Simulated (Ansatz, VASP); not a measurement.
## Rh in VASP and in Ansatz

```
CELL_PARAMETERS angstrom
0.00000 2.69546 2.69546
2.69546 0.00000 2.69546
2.69546 2.69546 0.00000
ATOMIC_POSITIONS crystal
Rh 0.12500 0.12500 0.12500
Rh 0.87500 0.87500 0.87500
```

Alike in both runs: task single point; functional r2SCAN; k mesh 11 × 11 × 11; occupations fermi-dirac, width 0.1 eV; no spin polarisation.

```csv
,VASP,Ansatz
version,VASP 6.6.1,Ansatz 0.2.0
potentials or method,"VASP PAW PBE potentials, release 64 (Rh_pv), cutoff 520 eV","plane waves (500 eV) with PAW, scalar-relativistic"
valence electrons in the cell,30,34
```

|  | VASP | Ansatz | Ansatz less VASP |
| --- | --- | --- | --- |
| pressure (GPa) | 7.1 | 6.3 | -0.74 |

VASP's potentials were made for PBE, not for r2SCAN. VASP's potentials hold 30 valence electrons a cell and Ansatz's 34, so a difference there can come from the potentials and not from the codes.
